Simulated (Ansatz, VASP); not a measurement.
**Sn: VASP beside Ansatz**

File INCAR:

```
SYSTEM = Sn
PREC = Accurate ; ENCUT = 520
EDIFF = 1E-6 ; ISMEAR = 0
SIGMA = 0.15 ; LREAL = .FALSE.
LASPH = .TRUE. ; NELM = 80
ALGO = Fast ; ISIF = 2
LWAVE = .FALSE. ; LCHARG = .FALSE.
GGA = PE ; NBANDS = 21
```

Contents of KPOINTS:

```
Automatic mesh
0
G
  14 14 14
  0 0 0
```

File POSCAR:

```
Sn
1.0
    0.0000000000      3.0542265353      3.6650718424
    3.0542265353      0.0000000000      3.6650718424
    3.0542265353      3.0542265353      0.0000000000
Sn
2
Direct
    0.5000000000      0.5000000000      0.5000000000
    0.7500000000      0.7500000000      0.7500000000
```

Input for Ansatz:

```yaml
crystal:
  lattice:
    - [0.0, 3.0542265353, 3.6650718424]
    - [3.0542265353, 0.0, 3.6650718424]
    - [3.0542265353, 3.0542265353, 0.0]
  atoms:
    - { symbol: Sn, position: [0.5, 0.5, 0.5] }
    - { symbol: Sn, position: [0.75, 0.75, 0.75] }
basis:
  ecutwfc: 420
kpoints:
  mp_grid: { grid: [14, 14, 14] }
hamiltonian:
  xc: pbe
scf:
  occupations: { method: gaussian, width: 0.15 }
output:
  forces: true
  stress: true
  eigenvalues: true
  write_density: true
  write_potential: true
  elf: true
  volumetric_format: npy
```

Alike in both runs: task single point; functional PBE; k mesh 14 × 14 × 14; occupations gaussian, width 0.15 eV; no spin polarisation.

|  | VASP | Ansatz |
| --- | --- | --- |
| version | VASP 6.6.1 | Ansatz 0.2.0 |
| potentials or method | VASP PAW PBE potentials, release 64 (Sn_d), cutoff 520 eV | scalar-relativistic, plane waves, PAW |
| valence electrons in the cell | 28 | 28 |

```tsv
	VASP	Ansatz	Ansatz less VASP
gap on the k mesh at the Fermi level (eV)	none	none	-
pressure (GPa)	3.0	3.0	+0.07
traceless stress, the component that is largest in VASP (GPa)	-4.21	-4.21	-0.003
```

A gap of «none» marks a metal or a gap that the smearing closes.
